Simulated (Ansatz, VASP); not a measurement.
# One calculation of Pd, two programs

File INCAR:

```
PREC = Accurate
ENCUT = 520
EDIFF = 1E-6
ISMEAR = 0
SIGMA = 0.15
LREAL = False
LASPH = True
NELM = 80
ALGO = Fast
ISIF = 2
LWAVE = False
LCHARG = False
GGA = CA
NBANDS = 11
```

KPOINTS

```
Automatic mesh
0
Gamma
  22 22 22
```

POSCAR

```
Pd
1.0
   -1.6980634800      1.6980634800      1.5722810000
    1.6980634800     -1.6980634800      1.5722810000
    1.6980634800      1.6980634800     -1.5722810000
Pd
1
Direct
    0.0000000000      0.0000000000      0.0000000000
```

Input for Ansatz:

```yaml
crystal:
  lattice:
    - [-1.69806348, 1.69806348, 1.572281]
    - [1.69806348, -1.69806348, 1.572281]
    - [1.69806348, 1.69806348, -1.572281]
  atoms:
    - { symbol: Pd, position: [0.0, 0.0, 0.0] }
basis:
  ecutwfc: 420
kpoints:
  mp_grid: { grid: [22, 22, 22] }
hamiltonian:
  xc: lda
scf:
  occupations: { method: gaussian, width: 0.15 }
output:
  forces: true
  stress: true
  eigenvalues: true
```

Change from the starting cell: strain +0.080 along x and y, +0.000 along z, atoms carried along.

Alike in both runs: task single point; functional LDA; k mesh 22 × 22 × 22; occupations gaussian, width 0.15 eV; no spin polarisation.

|  | VASP | Ansatz |
| --- | --- | --- |
| version | VASP 6.6.1 | Ansatz 0.2.0 |
| potentials or method | VASP PAW LDA potentials, release 64 (Pd), cutoff 520 eV | scalar-relativistic, plane waves, PAW |
| valence electrons in the cell | 10 | 18 |

|  | VASP | Ansatz | Ansatz less VASP |
| --- | --- | --- | --- |
| gap on the k mesh at the Fermi level (eV) | none | none | - |
| pressure (GPa) | -27.4 | -27.6 | -0.26 |
| traceless stress, the component that is largest in VASP (GPa) | -0.86 | -0.89 | -0.026 |

LDA's correlation is that of Perdew and Zunger in VASP and of Perdew and Wang (1992) in Ansatz. A gap of «none» marks a metal or a gap that the smearing closes. VASP's potentials hold 10 valence electrons a cell and Ansatz's 18, so a difference there can come from the potentials and not from the codes.
